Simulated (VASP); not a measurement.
A run of VASP 6.6.1 is set up as follows.

The input INCAR:

```
PREC     = Accurate       # precision mode
ENCUT    = 600            # plane-wave cutoff, eV
EDIFF    = 1E-6           # SCF threshold, eV
ISMEAR   = -1             # smearing method
SIGMA    = 0.15           # smearing width, eV
LREAL    = False          # projectors in reciprocal space
LASPH    = True           # aspherical terms in the spheres
NELM     = 200            # most SCF steps
ALGO     = Normal         # electronic algorithm
ISIF     = 2              # what is computed and relaxed
LWAVE    = False          # write WAVECAR
LCHARG   = False          # write CHGCAR
ISPIN    = 2              # spin polarisation
MAGMOM   = 7 0            # initial moments
LORBIT   = 11             # projections on sites
LMAXMIX  = 6              # l up to which the mixer works
GGA      = PE             # functional
NBANDS   = 22             # bands
GGA_COMPAT= False
```

KPOINTS

```
regular mesh
0
Gamma
  3 3 3
```

The input POSCAR:

```
GdN
1.0
    0.0000000000      2.4500000000      2.4500000000
    2.4500000000      0.0000000000      2.4500000000
    2.4500000000      2.4500000000      0.0000000000
Gd N
1 1
Direct
    0.0000000000      0.0000000000      0.0000000000
    0.4081632653      0.4081632653     -0.4081632653
```

Potentials or basis: VASP PAW PBE potentials, release 64 (Gd, N).

The run is started by

```sh
$ cat potpaw_PBE.64/Gd/POTCAR potpaw_PBE.64/N/POTCAR > POTCAR
$ mpirun -np 1 vasp_std > vasp.out
```

Problem. Estimate the net moment.

Solution. 7.00 μB per cell.

Problem. What does it give for the pressure?

Solution. 19.9 GPa.

Forces in eV/Å, atoms in the order of the input:
```
Gd   0.000  0.000 -3.780
N    0.000  0.000  3.780
```

Caveat: the k points lie up to 0.74 Å⁻¹ apart; a cell with one magnetic atom can't hold antiferromagnetic order, which such compounds often take; forces of over 1 eV/Å act on the atoms, so gaps and moduli don't describe the material at rest. The state reached can hang on the start; a lower one may exist.
